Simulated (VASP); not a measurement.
# GaP (R-3m) in VASP: single point with r2SCAN

Aim: the single point of GaP with r2SCAN.

Everything below comes from runs of VASP 6.6.1. Logs are shortened: lines on timing, memory, paths and dates and some standing lists are left out, and cuts for length are marked.

## Step 1: The cell of the first run

It takes space group R-3m (No. 166, trigonal). Conventional cell: a = 3.830 Å, b = 3.830 Å, c = 19.073 Å, α = 90.00°, β = 90.00°, γ = 120.00°. Within 3.1 Å of Ga (site symmetry 3m) lie 3 P at 2.37 Å and 1 Ga at 2.45 Å. P (site symmetry 3m) has 1 P at 2.21 Å and 3 Ga at 2.37 Å within 2.9 Å.

## Step 2: Single point, r2SCAN

POSCAR

```
GaP
1.0
    1.9150641947      1.1056628267      6.3577509527
   -1.9150641947      1.1056628267      6.3577509527
    0.0000000000     -2.2113256583      6.3577509518
Ga P
2 2
Direct
    0.4357902565      0.4357902565      0.4357902565
    0.5642097435      0.5642097435      0.5642097435
    0.0578063680      0.0578063680      0.0578063680
    0.9421936320      0.9421936320      0.9421936320
```

INCAR.step1

```
ALGO = Normal
EDIFF = 1E-5
ENCUT = 550
GGA = PE
GGA_COMPAT = F
ISMEAR = 0
LASPH = T
LCHARG = F
LREAL = F
LWAVE = T
NBANDS = 26
NELM = 120
PREC = Accurate
SIGMA = 0.02
```

INCAR.step2

```
ALGO = Normal
EDIFF = 1E-6
ENCUT = 550
GGA_COMPAT = F
ISIF = 2
ISMEAR = 0
ISTART = 1
LASPH = T
LCHARG = T
LELF = T
LMIXTAU = T
LREAL = F
LVHAR = T
LWAVE = F
METAGGA = R2SCAN
NBANDS = 26
NELM = 120
PREC = Accurate
SIGMA = 0.02
```

KPOINTS

```
k-points
0
Gamma
  9 9 9
```

Potentials or basis: VASP PAW PBE potentials, release 64 (Ga_d, P).

The run is started by

```bash
$ cat potpaw_PBE.64/Ga_d/POTCAR potpaw_PBE.64/P/POTCAR > POTCAR
$ cp INCAR.step1 INCAR
$ mpirun -np 1 vasp_std > vasp.out
$ cp INCAR.step2 INCAR
$ mpirun -np 1 vasp_std > vasp.out
```

OUTCAR:

```text
EDIFF = 1E-6
   ENCUT = 550
   ISIF = 2
   ISMEAR = 0
   ISTART = 1
   LASPH = T
   LREAL = F
   METAGGA = R2SCAN
   NELM = 120
   PREC = Accurate

 ion  position               nearest neighbor table
   1  0.436  0.436  0.436-   3 2.37   3 2.37   3 2.37   2 2.45
   2  0.564  0.564  0.564-   4 2.37   4 2.37   4 2.37   1 2.45
   3  0.058  0.058  0.058-   4 2.21   1 2.37   1 2.37   1 2.37
   4  0.942  0.942  0.942-   3 2.21   2 2.37   2 2.37   2 2.37

  LATTYP: Found a trigonal (rhomboedric) cell.
 ALAT       =     6.7313414958
 COS(alpha) =     0.8381199160

  Lattice vectors:

 A1 = (   1.9150641947,   1.1056628267,   6.3577509527)
 A2 = (  -1.9150641947,   1.1056628267,   6.3577509527)
 A3 = (   0.0000000000,  -2.2113256583,   6.3577509518)

Analysis of symmetry for initial positions (statically):
=====================================================================
 Subroutine PRICEL returns:
 Original cell was already a primitive cell.

 Routine SETGRP: Setting up the symmetry group for a
 trigonal (rhombohedral) supercell.

 Subroutine GETGRP returns: Found 12 space group operations
 (whereof 12 operations were pure point group operations)
 out of a pool of 12 trial point group operations.

The static configuration has the point symmetry D_3d.

Analysis of symmetry for dynamics (positions and initial velocities):
=====================================================================
 Subroutine PRICEL returns:
 Original cell was already a primitive cell.

 Routine SETGRP: Setting up the symmetry group for a
 trigonal (rhombohedral) supercell.

 Subroutine GETGRP returns: Found 12 space group operations
 (whereof 12 operations were pure point group operations)
 out of a pool of 12 trial point group operations.

The dynamic configuration has the point symmetry D_3d.

 Subroutine INISYM returns: Found 12 space group operations
 (whereof 12 operations are pure point group operations),
 and found     1 'primitive' translations

----------------------------------------------------------------------------------------

                                     Primitive cell

  volume of cell :      80.7720

  direct lattice vectors                    reciprocal lattice vectors
     1.915064195  1.105662827  6.357750953     0.261087854  0.150739143  0.052429442
    -1.915064195  1.105662827  6.357750953    -0.261087854  0.150739143  0.052429442
     0.000000000 -2.211325658  6.357750952     0.000000000 -0.301478285  0.052429442

  length of vectors
     6.731341496  6.731341496  6.731341496     0.306003272  0.306003272  0.306003272

  position of ions in fractional coordinates (direct lattice)
     0.435790256  0.435790256  0.435790256
     0.564209744  0.564209744  0.564209744
     0.057806368  0.057806368  0.057806368
     0.942193632  0.942193632  0.942193632

  ion indices of the primitive-cell ions
   primitive index   ion index
                 1           1
                 2           2
                 3           3
                 4           4

----------------------------------------------------------------------------------------

 KPOINTS: k-points

Automatic generation of k-mesh.
 Grid dimensions read from file:
 generate k-points for:    9    9    9

 Generating k-lattice:

  Cartesian coordinates                     Fractional coordinates (reciprocal lattice)
     0.029009762  0.016748794  0.005825494     0.111111111 -0.000000000  0.000000000
    -0.029009762  0.016748794  0.005825494    -0.000000000  0.111111111  0.000000000
     0.000000000 -0.033497587  0.005825494     0.000000000  0.000000000  0.111111111

  Length of vectors
     0.034000364  0.034000364  0.034000364

  Shift w.r.t. Gamma in fractional coordinates (k-lattice)
     0.000000000  0.000000000  0.000000000

 Subroutine IBZKPT returns following result:
 ===========================================

 Found     85 irreducible k-points:

 Following reciprocal coordinates:
            Coordinates               Weight
  0.000000  0.000000  0.000000      1.000000
  0.111111  0.000000  0.000000      6.000000
  0.222222 -0.000000  0.000000      6.000000
  0.333333 -0.000000  0.000000      6.000000
  0.444444 -0.000000  0.000000      6.000000
  0.111111  0.111111  0.000000      6.000000
[... 16 lines left out ...]
 -0.333333  0.333333  0.000000      6.000000
  0.444444  0.444444  0.000000      6.000000
 [... further k-points ...]
   k-points           NKPTS =     85   k-points in BZ     NKDIM =     85   number of bands    NBANDS=     26
   number of dos      NEDOS =    301   number of ions     NIONS =      4
   total plane-waves  NPLWV = 157464
   dimension x,y,z NGX =    54 NGY =   54 NGZ =   54
   dimension x,y,z NGXF=   108 NGYF=  108 NGZF=  108
   ions per type =               2   2
   NGX,Y,Z   is equivalent  to a cutoff of  13.34, 13.34, 13.34 a.u.
   NGXF,Y,Z  is equivalent  to a cutoff of  26.67, 26.67, 26.67 a.u.
 SYSTEM =  unknown system
   PREC   = accura    normal or accurate (medium, high low for compatibility)
   ISTART =      1    job   : 0-new  1-cont  2-samecut
   ICHARG =      0    charge: 1-file 2-atom 10-const
   ISPIN  =      1    spin polarized calculation?
   LNONCOLLINEAR =      F non collinear calculations
   LSORBIT =      F    spin-orbit coupling
   LASPH  =      T    aspherical Exc in radial PAW
   ENCUT  =  550.0 eV  40.42 Ry    6.36 a.u.  12.87 12.87 12.87*2*pi/ulx,y,z
   NELM   =    120;   NELMIN=  2; NELMDL=  0     # of ELM steps
   EDIFF  = 0.1E-05   stopping-criterion for ELM
   LREAL  =      F    real-space projection
   EDIFFG = 0.1E-04   stopping-criterion for IOM
   NSW    =      0    number of steps for IOM
   IBRION =     -1    ionic relax: 0-MD 1-quasi-New 2-CG
   NFREE  =      0    steps in history (QN), initial steepest desc. (CG)
   ISIF   =      2    stress and relaxation
   ISYM   =      2    0-nonsym 1-usesym 2-fastsym
   POTIM  = 0.5000    time-step for ionic-motion
   TEBEG  =    0.0;   TEEND  =   0.0 temperature during run
   PSTRESS=    0.0 pullay stress
   NELECT =      36.0000    total number of electrons
   NUPDOWN=      -1.0000    fix difference up-down
   EMIN   =  10.00;   EMAX   =-10.00  energy-range for DOS
   EFERMI =   0.00;   METHOD = LEGACY
   ISMEAR =     0;   SIGMA  =   0.02  broadening in eV -4-tet -1-fermi 0-gaus
   EFERMI_NEDOS =   21; number of points for ismear=-14 and -15
   IALGO  =     38    algorithm
   IMIX   =      4    mixing-type and parameters
     AMIX     =   0.40;   BMIX     =  1.00
     AMIX_MAG =   1.60;   BMIX_MAG =  1.00
  volume/ion in A,a.u.               =      20.19       136.27
  Fermi-wavevector in a.u.,A,eV,Ry     =   1.250514  2.363130 21.276607  1.563786
  Thomas-Fermi vector in A             =   2.384505
   LORBIT       =      0    0 simple, 1 ext, 2 COOP (PROOUT), +10 PAW based schemes
   METAGGA = R2SCAN    functional components
   LHFCALC =     F    Hartree Fock is set to
   AEXX    =    0.0000 exact exchange contribution
   IVDW    =     0    specifies the selected vdW correction
   LEPSILON=     F    determine dielectric tensor
   LRPA    =     F    only Hartree local field effects (RPA)
 non-spin polarized calculation
 Gauss-broadening in eV      SIGMA  =   0.02
  energy-cutoff  :      550.00
  volume of cell :       80.77
 maximum number of plane-waves:      2404
 NGX is ok and might be reduce to    54
   NGX = 25   NGY = 25   NGZ = 25

 number of electron      36.0000001 magnetization

 Free energy of the ion-electron system (eV)
  ---------------------------------------------------
  ext. energy  EPLUGINS =         0.00000000
  ---------------------------------------------------
  free energy    TOTEN  =       -42.32850759 eV

  energy without entropy =      -42.32850759  energy(sigma->0) =      -42.32850759

 E-fermi :   4.9613     XC(G=0): -10.5684

 val. band max:        4.8353461510   @ k =   0.0000   0.0000   0.0000
 cond. band min:       5.9506804464   @ k =  -0.4444  -0.4444   0.1111
 fundamental gap:      1.1153342954
 Fermi energy:         4.9613425163

 k-point     1 :       0.0000    0.0000    0.0000
  band No.  band energies     occupation
      1     -10.4303      2.00000
      2     -10.2825      2.00000
      3     -10.2825      2.00000
      4     -10.2637      2.00000
      5     -10.2637      2.00000
      6     -10.1968      2.00000
[... 18 lines left out ...]
     25       9.5845      0.00000
     26      13.7155      0.00000

 k-point     2 :       0.1111    0.0000    0.0000
  band No.  band energies     occupation
      1     -10.4277      2.00000
      2     -10.3047      2.00000
      3     -10.2807      2.00000
      4     -10.2739      2.00000
      5     -10.2575      2.00000
      6     -10.1997      2.00000
[... 18 lines left out ...]
     25      10.0426      0.00000
     26      13.4831      0.00000

 k-point     3 :       0.2222   -0.0000    0.0000
  band No.  band energies     occupation
      1     -10.4232      2.00000
      2     -10.3490      2.00000
      3     -10.2952      2.00000
      4     -10.2769      2.00000
      5     -10.2417      2.00000
      6     -10.2072      2.00000
[... 18 lines left out ...]
     25      11.1983      0.00000
     26      12.6442      0.00000

 k-point     4 :       0.3333   -0.0000    0.0000
  band No.  band energies     occupation
      1     -10.4251      2.00000
      2     -10.3832      2.00000
      3     -10.3133      2.00000
      4     -10.2740      2.00000
      5     -10.2238      2.00000
      6     -10.2160      2.00000
[... 18 lines left out ...]
     25      12.2430      0.00000
     26      12.6268      0.00000

 k-point     5 :       0.4444   -0.0000    0.0000
  band No.  band energies     occupation
      1     -10.4338      2.00000
      2     -10.3959      2.00000
      3     -10.3218      2.00000
      4     -10.2728      2.00000
      5     -10.2219      2.00000
      6     -10.2122      2.00000
[... 18 lines left out ...]
     25      12.1618      0.00000
     26      12.2409      0.00000

 k-point     6 :       0.1111    0.1111    0.0000
  band No.  band energies     occupation
      1     -10.4275      2.00000
      2     -10.3027      2.00000
      3     -10.2814      2.00000
      4     -10.2755      2.00000
      5     -10.2573      2.00000
      6     -10.1996      2.00000
[... 427 lines left out ...]
 k-point    21 :       0.4444    0.3333    0.0000
  band No.  band energies     occupation
      1     -10.4228      2.00000
      2     -10.3705      2.00000
      3     -10.3407      2.00000
      4     -10.2766      2.00000
      5     -10.2308      2.00000
      6     -10.2049      2.00000
[... 18 lines left out ...]
     25      13.4059      0.00000
     26      14.1920      0.00000

 k-point    22 :      -0.4444    0.3333    0.0000
  band No.  band energies     occupation
      1     -10.4222      2.00000
      2     -10.3786      2.00000
      3     -10.3429      2.00000
      4     -10.2705      2.00000
      5     -10.2444      2.00000
      6     -10.1917      2.00000
[... 18 lines left out ...]
     25      13.2316      0.00000
     26      14.0329      0.00000

 k-point    23 :      -0.3333    0.3333    0.0000
  band No.  band energies     occupation
      1     -10.4257      2.00000
      2     -10.3809      2.00000
      3     -10.3405      2.00000
      4     -10.2595      2.00000
      5     -10.2582      2.00000
      6     -10.1800      2.00000
[... 18 lines left out ...]
     25      12.8761      0.00000
     26      13.2048      0.00000

 k-point    24 :       0.4444    0.4444    0.0000
  band No.  band energies     occupation
      1     -10.4266      2.00000
      2     -10.3672      2.00000
      3     -10.3493      2.00000
      4     -10.2791      2.00000
      5     -10.2223      2.00000
      6     -10.2104      2.00000
[... 18 lines left out ...]
     25      14.3678      0.00000
     26      15.2483      0.00000

 [... further k-points ...]

------------------------ aborting loop because EDIFF is reached ----------------------------------------

  FORCE on cell =-STRESS in cart. coord.  units (eV):
  Direction    XX          YY          ZZ          XY          YZ          ZX
  --------------------------------------------------------------------------------------
  -------------------------------------------------------------------------------------
  Total        0.3541557      0.3541557      0.1028255      0.0000000      0.0000000     -0.0000000
  in kB        7.0249624      7.0249624      2.0396264      0.0000000      0.0000000     -0.0000000
  external PRESSURE =       5.3631838 kB  Pullay stress =       0.0000000 kB

 VOLUME and BASIS-vectors are now :
 -----------------------------------------------------------------------------
  energy-cutoff  :      550.00
  volume of cell :       80.77
      direct lattice vectors                 reciprocal lattice vectors
     1.915064195  1.105662827  6.357750953     0.261087854  0.150739143  0.052429442
    -1.915064195  1.105662827  6.357750953    -0.261087854  0.150739143  0.052429442
     0.000000000 -2.211325658  6.357750952     0.000000000 -0.301478285  0.052429442

 POSITION                                       TOTAL-FORCE (eV/Angst)
 -----------------------------------------------------------------------------------
      0.00000     -0.00000      8.31194         0.000000     -0.000000      0.010108
      0.00000     -0.00000     10.76132         0.000000      0.000000     -0.010108
      0.00000     -0.00000      1.10256         0.000000      0.000000     -0.116820
      0.00000     -0.00000     17.97070         0.000000     -0.000000      0.116820
 -----------------------------------------------------------------------------------
    total drift:                                0.000000     -0.000000      0.000000

  FREE ENERGIE OF THE ION-ELECTRON SYSTEM (eV)
  ---------------------------------------------------
  free  energy   TOTEN  =       -42.3285075851 eV

  energy  without entropy=      -42.3285075851  energy(sigma->0) =      -42.32850759
```

Run time: 43 min. Hardware: 1 thread of Oxide Virtual Turin-like, shared host; peak memory 0.49 GiB.

Results:

| Quantity | Value |
| --- | --- |
| Free energy | -42.3285 eV |
| Pressure | 0.5 GPa |
| Largest force | 0.117 eV/Å |
| Band gap on the k mesh | 1.12 eV (least direct gap 1.62 eV) |

Forces in eV/Å, atoms in the order of the input:
```
Ga   0.000  0.000  0.010
Ga   0.000  0.000 -0.010
P    0.000  0.000 -0.117
P    0.000  0.000  0.117
```

Stress tensor (GPa, compression positive):
```
0.70 0.00 0.00
0.00 0.70 0.00
0.00 0.00 0.20
```

Caveat: the PAW data sets were made with another functional, which shifts forces and pressure a little. A k mesh can miss the band edges.
